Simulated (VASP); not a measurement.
Runs of VASP 6.6.1 on CoSi3. The structure is that of space group Fm-3m (No. 225), or close to it. The cells are those of the table. 

| fixed moment (μB) | cell | gap on the mesh (eV) | pressure (GPa) | moment (μB) |
| --- | --- | --- | --- | --- |
| - | a = 4.170 Å, angles 60.0°, 4 atoms | none | -0.1 | 0.19 |
| - | a = 4.113 Å, angles 60.0°, 4 atoms | none | 5.8 | (a) |
| - | a = 3.871 Å, angles 60.0°, 4 atoms | none | 49.1 | 0.37 |
| 0.38 | a = 4.170 Å, angles 60.0°, 4 atoms | - | 0.0 | 0.38 |
| - | a = 4.055 Å, angles 60.0°, 4 atoms | none | 13.2 | (b) |
| - | a = 3.965 Å, angles 60.0°, 4 atoms | none | 28.1 | 0.33 |

Alike in all rows: task single point; level PBE; potentials or basis VASP PAW PBE potentials, release 64 (Si, Co); spin collinear, ferromagnetic start; k mesh 12 × 12 × 12; cutoff (eV) 520; smearing gaussian 0.1 eV.

Question: Fill in the values left out.

Answer: (a) 0.22; (b) 0.27.

Caveats: the cell stands under pressure (at least some runs); the total moment is fixed, so each spin has its own Fermi level (at least some runs).

A gap of «none» marks levels without a gap at the run's occupations.
